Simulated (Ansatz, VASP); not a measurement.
**Two plane-wave programs on IrRh2**

```
Ir Rh
1.0
     2.73343    0.00000    0.00000
    -1.36671    2.36722    0.00000
     0.00000    0.00000   13.21990
Ir Rh
2 4
Direct
  0.33333 0.66667 0.41640
  0.66667 0.33333 0.58360
  0.33333 0.66667 0.75073
  0.33333 0.66667 0.08261
  0.66667 0.33333 0.91739
  0.66667 0.33333 0.24927
```

Alike in both runs: functional PBE; k mesh 18 × 18 × 4; occupations gaussian, width 0.1 eV; no spin polarisation.

Ansatz relaxed the structure, and its values are those at the end. VASP's run is a single point on that final structure, the one shown.

```csv
,VASP,Ansatz
version,VASP 6.6.1,Ansatz 0.2.0
potentials or method,"VASP PAW PBE potentials, release 64 (Ir, Rh_pv), cutoff 520 eV","scalar-relativistic, plane waves, PAW"
valence electrons in the cell,78,102
```

```tsv
	VASP	Ansatz	Ansatz less VASP
gap on the k mesh at the Fermi level (eV)	none	none	-
pressure (GPa)	0.2	0.0	-0.22
rms of the force components (eV/Å)	0.010	0.000	-0.0100
```

A gap of «none» marks a metal or a gap that the smearing closes. VASP's potentials hold 78 valence electrons a cell and Ansatz's 102, so a difference there can come from the potentials and not from the codes.

Neither program's run includes spin-orbit coupling.
